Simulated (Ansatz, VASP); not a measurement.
## HfSi in VASP and in Ansatz

The input INCAR:

```
PREC = Accurate
ENCUT = 500
EDIFF = 1E-6
ISMEAR = 0
SIGMA = 0.05
LREAL = F
LASPH = T
NELM = 120
ALGO = Normal
ISIF = 2
LWAVE = F
LCHARG = F
GGA = CA
NBANDS = 14
GGA_COMPAT = F
```

File KPOINTS:

```
regular mesh
0
Gamma
  6 6 6
```

POSCAR

```
HfSi
1.0
    3.2203464565      0.0000000000      0.0000000000
    0.0000000000      3.2203464565      0.0000000000
    0.0000000000      0.0000000000      3.2203464565
Hf Si
1 1
Direct
    0.0000000000      0.0000000000      0.0000000000
    0.5000000000      0.5000000000      0.5000000000
```

Input for Ansatz:

```yaml
crystal:
  lattice:
    - [3.2203464565, 0.0, 0.0]
    - [0.0, 3.2203464565, 0.0]
    - [0.0, 0.0, 3.2203464565]
  atoms:
    - { symbol: Hf, position: [0.0, 0.0, 0.0] }
    - { symbol: Si, position: [0.5, 0.5, 0.5] }
basis:
  ecutwfc: 420
kpoints:
  mp_grid: { grid: [6, 6, 6] }
hamiltonian:
  xc: lda
scf:
  occupations: { method: gaussian, width: 0.05 }
output:
  forces: true
  stress: true
  eigenvalues: true
```

Alike in both runs: task single point; functional LDA; k mesh 6 × 6 × 6; occupations gaussian, width 0.05 eV; no spin polarisation.

|  | VASP | Ansatz |
| --- | --- | --- |
| version | VASP 6.6.1 | Ansatz 0.2.0 |
| potentials or method | VASP PAW LDA potentials, release 64 (Hf_pv, Si), cutoff 500 eV | scalar-relativistic, plane waves, PAW |
| valence electrons in the cell | 14 | 30 |

|  | VASP | Ansatz | Ansatz less VASP |
| --- | --- | --- | --- |
| gap on the k mesh at the Fermi level (eV) | none | none | - |
| pressure (GPa) | 0.3 | 0.0 | -0.32 |

LDA's correlation is that of Perdew and Zunger in VASP and of Perdew and Wang (1992) in Ansatz. A gap of «none» marks a metal or a gap that the smearing closes. VASP's potentials hold 14 valence electrons a cell and Ansatz's 30, so a difference there can come from the potentials and not from the codes.

Spin-orbit coupling is off throughout.
